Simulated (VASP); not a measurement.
Wanted: the native input for a VASP 6.6.1 run.

* Task: single point
* Functional: PBE
* Potentials or basis: VASP PAW PBE potentials, release 64 (Tl_d)
* Cutoff: 520 eV
* k mesh: 11 × 11 × 6
* Occupations: fermi-dirac, width 0.05 eV
* Spin: no spin polarisation
* Dipole correction: no
* Further INCAR settings: ALGO = Normal; EDIFF = 1e-07; NBANDS = 20

The structure of Tl lies in POSCAR:

```
Tl
1.0
    3.3860481321      0.0000000000      0.0000000000
   -1.6930240661      2.9324037009      0.0000000000
    0.0000000000      0.0000000000      5.4131726928
Tl
2
Direct
    0.3333333333      0.6666666667      0.2500000000
    0.6666666667      0.3333333333      0.7500000000
```

One way to write it, as run:

INCAR

```
SYSTEM = Tl
PREC = Accurate
ENCUT = 520
EDIFF = 1E-7
ISMEAR = -1
SIGMA = 0.05
LREAL = .FALSE.
LASPH = .TRUE.
NELM = 100
ALGO = Normal
ISIF = 2
LWAVE = .FALSE.
LCHARG = .TRUE.
GGA = PE
LELF = .TRUE.
LVHAR = .TRUE.
NBANDS = 20
```

KPOINTS

```
Automatic mesh
0
G
  11 11 6
  0 0 0
```

Potentials or basis: VASP PAW PBE potentials, release 64 (Tl_d).

The run is started by

```sh
$ cat potpaw_PBE.64/Tl_d/POTCAR > POTCAR
$ mpirun -np 1 vasp_std > vasp.out
```

It gave:

```
Pressure               : 6.2 GPa
Band gap on the k mesh : zero (bands 13 and 14 overlap by 6.10 eV)
```

Caveat: the cell stands under pressure; spin-orbit coupling is left out, which moves the levels of the heavy elements.

Wall time 58 s on 1 thread of Intel(R) Xeon(R) Platinum 8259CL CPU @ 2.50GHz (Skylake/Cascade Lake) (shared host), peak memory 0.21 GiB.
